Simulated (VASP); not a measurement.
# MoS2 in VASP: settings compared

Aim: see how the results for MoS2 move with the level of theory and the settings. Levels: PBEsol, r2SCAN. Tasks: single point, molecular dynamics.

Program: VASP 6.6.1. These are calculated values, not measurements. Logs are shortened: lines on timing, memory, paths and dates and some standing lists are left out, and cuts for length are marked.

### Step 1. The cell of the first run

The typed cell holds 12 atoms: a = 6.440 Å, b = 6.440 Å, c = 5.945 Å, α = 90.00°, β = 90.00°, γ = 120.00°.

### Step 2. Single point, PBEsol

The input, INCAR:

```
SYSTEM = MoS2
PREC = Accurate
ENCUT = 520
EDIFF = 1E-7
ISMEAR = -1
SIGMA = 0.039
LREAL = .FALSE.
LASPH = .TRUE.
NELM = 60
ALGO = Normal
ISIF = 2
LWAVE = .FALSE.
LCHARG = .FALSE.
GGA = PS
NBANDS = 64
```

The input, KPOINTS:

```
Automatic mesh
0
G
  3 3 2
  0 0 0
```

The input, POSCAR:

```
MoS2
1.0
    6.4404749029      0.0000000000      0.0000000000
   -3.2202374514      5.5776148783      0.0000000000
    0.0000000000      0.0000000000      5.9450268322
Mo S
4 8
Direct
    0.0052312773      0.0086303915     -0.0041210916
   -0.0011875409      0.4931591836      0.0075849952
    0.4996956354      0.0038122030     -0.0025337144
    0.4952122917      0.4970373646      0.0010960422
    0.1662587357      0.3270442725      0.2636919974
    0.3280337126      0.1662491980      0.7389314000
    0.1658538873      0.8314333458      0.2602940312
    0.3231453492      0.6646315819      0.7361004624
    0.6731812325      0.3292731822      0.2613900734
    0.8403648959      0.1732599007      0.7388703405
    0.6661049315      0.8298462875      0.2559043118
    0.8401947809      0.6703634226      0.7387529315
```

Potentials or basis: VASP PAW PBE potentials, release 64 (Mo_sv, S).

Started as:

```sh
$ cat potpaw_PBE.64/Mo_sv/POTCAR potpaw_PBE.64/S/POTCAR > POTCAR
$ mpirun -np 1 vasp_std > vasp.out
```

OUTCAR:

```text
SYSTEM = MoS2
   PREC = Accurate
   ENCUT = 520
   EDIFF = 1E-7
   ISMEAR = -1
   LREAL = .FALSE.
   LASPH = .TRUE.
   NELM = 60
   ISIF = 2
   GGA = PS

 ion  position               nearest neighbor table
   1  0.005  0.009  0.996-   6 2.36   5 2.39  10 2.39  12 2.43  11 2.44   7 2.45   2 3.14   4 3.15
                             3 3.20   3 3.24   4 3.29   2 3.30
   2  0.999  0.493  0.008-   9 2.36  10 2.39   5 2.40   7 2.41   8 2.43  12 2.46   1 3.14   3 3.18
                             4 3.18   4 3.26   3 3.26   1 3.30
   3  0.500  0.004  0.997-   9 2.40   6 2.42   7 2.43  11 2.44  10 2.44   8 2.45   2 3.18   4 3.19
                             1 3.20   1 3.24   4 3.25   2 3.26
   4  0.495  0.497  0.001-  11 2.40   5 2.41   6 2.42   8 2.46   9 2.47  12 2.48   1 3.15   2 3.18
                             3 3.19   3 3.25   2 3.26   1 3.29
   5  0.166  0.327  0.264-   1 2.39   2 2.40   4 2.41
   6  0.328  0.166  0.739-   1 2.36   4 2.42   3 2.42
   7  0.166  0.831  0.260-   2 2.41   3 2.43   1 2.45
   8  0.323  0.665  0.736-   2 2.43   3 2.45   4 2.46
   9  0.673  0.329  0.261-   2 2.36   3 2.40   4 2.47
  10  0.840  0.173  0.739-   1 2.39   2 2.39   3 2.44
  11  0.666  0.830  0.256-   4 2.40   3 2.44   1 2.44
  12  0.840  0.670  0.739-   1 2.43   2 2.46   4 2.48

  LATTYP: Found a hexagonal cell.
 ALAT       =     6.4404749029
 C/A-ratio  =     0.9230727426

  Lattice vectors:

 A1 = (   6.4404749029,   0.0000000000,   0.0000000000)
 A2 = (  -3.2202374514,   5.5776148783,   0.0000000000)
 A3 = (   0.0000000000,   0.0000000000,   5.9450268322)

Analysis of symmetry for initial positions (statically):
=====================================================================
 Subroutine PRICEL returns:
 Original cell was already a primitive cell.

 Routine SETGRP: Setting up the symmetry group for a
 hexagonal supercell.

 Subroutine GETGRP returns: Found  1 space group operations
 (whereof  1 operations were pure point group operations)
 out of a pool of 24 trial point group operations.

The static configuration has the point symmetry C_1 .

Analysis of symmetry for dynamics (positions and initial velocities):
=====================================================================
 Subroutine PRICEL returns:
 Original cell was already a primitive cell.

 Routine SETGRP: Setting up the symmetry group for a
 hexagonal supercell.

[... 117 lines left out ...]
   POTIM  = 0.5000    time-step for ionic-motion
   TEBEG  =    0.0;   TEEND  =   0.0 temperature during run
   PSTRESS=    0.0 pullay stress
   NELECT =     104.0000    total number of electrons
   NUPDOWN=      -1.0000    fix difference up-down
   EMIN   =  10.00;   EMAX   =-10.00  energy-range for DOS
   EFERMI =   0.00;   METHOD = LEGACY
   ISMEAR =    -1;   SIGMA  =   0.04  broadening in eV -4-tet -1-fermi 0-gaus
   EFERMI_NEDOS =   21; number of points for ismear=-14 and -15
   IALGO  =     38    algorithm
   IMIX   =      4    mixing-type and parameters
     AMIX     =   0.40;   BMIX     =  1.00
     AMIX_MAG =   1.60;   BMIX_MAG =  1.00
  volume/ion in A,a.u.               =      17.80       120.10
  Fermi-wavevector in a.u.,A,eV,Ry     =   1.287990  2.433948 22.570957  1.658919
  Thomas-Fermi vector in A             =   2.419971
   LORBIT       =      0    0 simple, 1 ext, 2 COOP (PROOUT), +10 PAW based schemes
   GGA     = PS    functional components
   LHFCALC =     F    Hartree Fock is set to
   AEXX    =    0.0000 exact exchange contribution
   IVDW    =     0    specifies the selected vdW correction
   LEPSILON=     F    determine dielectric tensor
   LRPA    =     F    only Hartree local field effects (RPA)
 non-spin polarized calculation
  energy-cutoff  :      520.00
  volume of cell :      213.56
 maximum number of plane-waves:      5772
   NGX = 23   NGY = 23   NGZ = 23

 number of electron     104.0000004 magnetization

 Free energy of the ion-electron system (eV)
  ---------------------------------------------------
  ext. energy  EPLUGINS =         0.00000000
  ---------------------------------------------------
  free energy    TOTEN  =       -90.36643283 eV

  energy without entropy =      -90.35246521  energy(sigma->0) =      -90.35944902

 E-fermi :   7.5315     XC(G=0): -11.0721

 val. band max:        7.4329255420   @ k =   0.0000   0.0000   0.0000
 cond. band min:       7.5442529489   @ k =   0.3333   0.3333   0.5000
 fundamental gap:      0.1113274069
 Fermi energy:         7.5315160922

 k-point     1 :       0.0000    0.0000    0.0000
  band No.  band energies     occupation
      1     -54.0478      2.00000
      2     -54.0200      2.00000
      3     -54.0111      2.00000
      4     -54.0027      2.00000
      5     -28.4176      2.00000
      6     -28.4123      2.00000
[... 659 lines left out ...]
     63      10.0695      0.00000
     64      10.5220      0.00000

------------------------ aborting loop because EDIFF is reached ----------------------------------------

  FORCE on cell =-STRESS in cart. coord.  units (eV):
  Direction    XX          YY          ZZ          XY          YZ          ZX
  --------------------------------------------------------------------------------------
  -------------------------------------------------------------------------------------
  Total       -5.8543135     -4.5196479     -1.9965647      0.5522149      1.2182832     -1.4121688
  in kB      -43.9204036    -33.9074358    -14.9786868      4.1428429      9.1398405    -10.5944143
  external PRESSURE =     -30.9355087 kB  Pullay stress =       0.0000000 kB

 VOLUME and BASIS-vectors are now :
 -----------------------------------------------------------------------------
  energy-cutoff  :      520.00
  volume of cell :      213.56
      direct lattice vectors                 reciprocal lattice vectors
     6.440474903  0.000000000  0.000000000     0.155268053  0.089644052  0.000000000
    -3.220237451  5.577614878  0.000000000     0.000000000  0.179288105  0.000000000
     0.000000000  0.000000000  5.945026832     0.000000000  0.000000000  0.168207819

 POSITION                                       TOTAL-FORCE (eV/Angst)
 -----------------------------------------------------------------------------------
      0.00590      0.04814      5.92053        -0.076151      0.182052      0.322925
      4.84474      2.75065      0.04509         0.435606     -0.125175     -0.641197
      3.20600      0.02126      5.92996         0.100546      0.003099      0.109279
      1.58882      2.77228      0.00652        -0.161462     -0.368893     -0.405312
      0.01763      1.82413      1.56766         0.085676      0.233821      0.177995
      1.57733      0.92727      4.39297         0.440035      0.208976     -0.258314
     -1.60923      4.63741      1.54745         0.050794      0.176536     -0.322650
     -0.05906      3.70706      4.37614         0.574344      0.117420      0.575873
      3.27527      1.83656      1.55397        -0.672778      0.032280      0.040547
      4.85441      0.96638      4.39260        -0.352731     -0.323992     -0.027033
      1.61773      4.62856      1.52136        -0.094943      0.142203     -0.237591
      3.25252      3.73903      4.39191        -0.328936     -0.278328      0.665479
 -----------------------------------------------------------------------------------
    total drift:                               -0.000250      0.000345      0.000244

  FREE ENERGIE OF THE ION-ELECTRON SYSTEM (eV)
  ---------------------------------------------------
  free  energy   TOTEN  =       -90.3664328286 eV

  energy  without entropy=      -90.3524652143  energy(sigma->0) =      -90.35944902
```

Run time: 2.5 min. Hardware: 1 thread of Intel Xeon Platinum 8488C (Sapphire Rapids), shared host; peak memory 0.36 GiB.

Results:

| Quantity | Value |
| --- | --- |
| Free energy | -90.3664 eV |
| Pressure | -3.1 GPa |
| Largest force | 0.822 eV/Å |
| Band gap on the k mesh | zero (bands 52 and 53 overlap by 0.70 eV) |

Forces in eV/Å, atoms in the order of the input:
```
Mo  -0.076  0.182  0.323
Mo   0.436 -0.125 -0.641
Mo   0.101  0.003  0.109
Mo  -0.161 -0.369 -0.405
S    0.086  0.234  0.178
S    0.440  0.209 -0.258
S    0.051  0.177 -0.323
S    0.574  0.117  0.576
S   -0.673  0.032  0.041
S   -0.353 -0.324 -0.027
S   -0.095  0.142 -0.238
S   -0.329 -0.278  0.665
```

Levels at points of the mesh, in eV from the Fermi level:
| k point | band 50 | band 51 | band 52 | band 53 | band 54 | band 55 |
| --- | --- | --- | --- | --- | --- | --- |
| (0.00, 0.00, 0.00) | -1.08 | -0.85 | -0.80 | -0.15 | -0.10 | 1.07 |
| (0.00, 0.00, 0.50) | -0.85 | -0.81 | -0.30 | -0.28 | 0.24 | 1.07 |

Caveat: the k points lie up to 0.53 Å⁻¹ apart, too coarse for converged energies and pressures of a metal; the atoms stand as in a frame of molecular dynamics; the PAW data sets were made with another functional, which shifts forces and pressure a little.

[end of part 1 of 2]
